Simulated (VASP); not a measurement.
Input of a VASP 6.6.1 run:

File INCAR:

```
SYSTEM = Na
ALGO = Normal
EDIFF = 1E-6
ENCUT = 520
ISIF = 2
ISMEAR = 1
LASPH = .TRUE.
LCHARG = .TRUE.
LELF = .TRUE.
LREAL = .FALSE.
LVHAR = .TRUE.
LWAVE = .FALSE.
NBANDS = 10
NELM = 100
PREC = Accurate
SIGMA = 0.05
```

File KPOINTS:

```
k-points
0
G
  12 12 12
  0 0 0
```

POSCAR

```
Na
1.0
    3.2940448402      0.0000000000      0.0000000000
    0.0000000000      3.2940448402      0.0000000000
    0.0000000000      0.0000000000      3.2940448402
Na
1
Direct
    0.0000000000      0.0000000000      0.0000000000
```

Potentials or basis: VASP PAW LDA potentials, release 64 (Na_pv).

Command:

```console
$ cat potpaw_LDA.64/Na_pv/POTCAR > POTCAR
$ mpirun -np 1 vasp_std > vasp.out
```

Q: What does it give for the pressure?

A: 0.0 GPa.

Q: Estimate the band gap on the k mesh.

A: Zero (an odd number of electrons rules out a gap without spin polarisation).
